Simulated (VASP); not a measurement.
Write the native input for VASP 6.6.1 that does the following.

```yaml
Task: single point
Functional: PBE
Potentials_or_basis: VASP PAW PBE potentials, release 64 (Mn_pv, S)
Cutoff: 520 eV
k_mesh: 4 × 8 × 8
Occupations: fermi-dirac, width 0.05 eV
Spin: no spin polarisation
Hubbard_terms: Mn d U = 4.0 eV
Dipole_correction: no
Further_INCAR_settings: ALGO = Normal; EDIFF = 1e-06; NBANDS = 27
```

The structure of MnS lies in POSCAR:

```
MnS
1.0
    0.0000000000      5.2090000000      5.2090000000
    2.6045000000      0.0000000000      2.6045000000
    2.6045000000      2.6045000000      0.0000000000
Mn S
2 2
Direct
    0.0000000000      0.0000000000      0.0000000000
    0.5000000000      0.0000000000      0.0000000000
    0.2500000000      0.5000000000      0.5000000000
    0.7500000000      0.5000000000      0.5000000000
```

These files were run (other wordings do the same):

INCAR

```
ALGO = Normal
EDIFF = 1E-6
ENCUT = 520
GGA = PE
ISIF = 2
ISMEAR = -1
LASPH = True
LCHARG = False
LDAU = True
LDAUJ = 0 0
LDAUL = 2 -1
LDAUPRINT = 1
LDAUTYPE = 2
LDAUU = 4 0
LMAXMIX = 4
LREAL = False
LWAVE = False
NBANDS = 27
NELM = 150
PREC = Accurate
SIGMA = 0.05
```

KPOINTS

```
k-points
0
Gamma
  4 8 8
```

Potentials or basis: VASP PAW PBE potentials, release 64 (Mn_pv, S).

The run is started by

```sh
$ cat potpaw_PBE.64/Mn_pv/POTCAR potpaw_PBE.64/S/POTCAR > POTCAR
$ mpirun -np 1 vasp_std > vasp.out
```

It gave:

The pressure is -14.5 GPa. The band gap on the k mesh is zero (bands 19 and 20 overlap by 0.44 eV).

Caveat: the cell stands under tension; the run has no spin polarisation, though such a crystal can be magnetic; U without spin polarisation on a metal has little footing.

It took 2.2 min on 1 thread of Oxide Virtual Turin-like Processor (shared host), peak memory 0.19 GiB.
